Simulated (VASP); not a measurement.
**BiTe: single point with PBE**

The system is BiTe.

```
Bi Te
1.0
     5.61672    0.00000    0.00000
     0.00000    5.61672    0.00000
     0.00000    0.00000    4.15736
Bi Te
2 2
Direct
  0.50000 0.00000 0.34940
  0.00000 0.50000 0.65542
  0.00000 0.00000 0.00000
  0.50000 0.50000 0.00000
```

This cell differs from its parent crystal: atom 2 (Bi) moved 0.02 Å along z.

* Program: VASP 6.6.1
* Task: single point
* Functional: PBE
* Potentials or basis: VASP PAW PBE potentials, release 64 (Bi_d, Te)
* Cutoff: 520 eV
* k mesh: 6 × 6 × 8
* Occupations: gaussian, width 0.05 eV
* Spin: no spin polarisation

```json
{"Pressure": "0.1 GPa", "Largest force": "0.040 eV/Å", "Band gap on the k mesh": "zero (bands 21 and 22 overlap by 2.81 eV)"}
```

Forces in eV/Å, atoms in the order of the input:
```
Bi   0.000  0.000  0.027
Bi   0.000  0.000 -0.040
Te   0.000  0.000  0.007
Te   0.000  0.000  0.007
```

Levels at points of the mesh, in eV from the Fermi level:
| k point | band 18 | band 19 | band 20 | band 21 | band 22 | band 23 | band 24 | band 25 |
| --- | --- | --- | --- | --- | --- | --- | --- | --- |
| (0.00, 0.00, 0.00) | -2.87 | -2.21 | -0.81 | -0.18 | 1.56 | 2.67 | 2.67 | 2.89 |
| (0.50, 0.00, 0.00) | -2.35 | -1.84 | -1.83 | 0.04 | 0.08 | 1.70 | 1.73 | 2.85 |
| (0.50, 0.50, 0.00) | -2.06 | -1.06 | -1.05 | -0.96 | -0.96 | 0.56 | 0.60 | 1.14 |
| (0.00, 0.00, 0.50) | -3.06 | -2.82 | -2.82 | -1.21 | -1.15 | -0.57 | -0.57 | 1.60 |
| (0.50, 0.00, 0.50) | -3.50 | -3.25 | -3.22 | -0.27 | -0.21 | 0.75 | 0.75 | 1.96 |
| (0.50, 0.50, 0.50) | -5.04 | -0.75 | -0.74 | 1.14 | 1.14 | 1.98 | 1.99 | 2.17 |

Wall time 110 s on 1 thread of Intel(R) Xeon(R) 6975P-C (Granite Rapids), with other jobs on the host, peak memory 0.32 GiB.

Caveat: the cell differs from its parent crystal (atom 2 (Bi) moved 0.02 Å along z); spin-orbit coupling is left out, which moves the levels of the heavy elements.
